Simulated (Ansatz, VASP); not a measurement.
## AlRu: VASP beside Ansatz

```
CELL_PARAMETERS angstrom
3.11025 0.00000 0.00000
0.00000 3.11025 0.00000
0.00000 0.00000 3.11025
ATOMIC_POSITIONS crystal
Al 0.00000 0.00000 0.00000
Ru 0.50000 0.50000 0.50000
```

Change from the starting cell: equal strain along all axes, cell held, atoms relaxed: +4.5 %.

Alike in both runs: task single point; functional PBEsol; k mesh 18 × 18 × 18; occupations gaussian, width 0.1 eV; no spin polarisation.

|  | VASP | Ansatz |
| --- | --- | --- |
| version | VASP 6.6.1 | Ansatz 0.2.0 |
| potentials or method | VASP PAW PBE potentials, release 64 (Al, Ru_pv), cutoff 520 eV | scalar-relativistic, plane waves, PAW |
| valence electrons in the cell | 17 | 19 |

|  | VASP | Ansatz | Ansatz less VASP |
| --- | --- | --- | --- |
| gap on the k mesh at the Fermi level (eV) | none | none | - |
| pressure (GPa) | -21.7 | -21.7 | 0.00 |

VASP's potentials were made for PBE, not for PBEsol. A gap of «none» marks a metal or a gap that the smearing closes. VASP's potentials hold 17 valence electrons a cell and Ansatz's 19, so a difference there can come from the potentials and not from the codes.
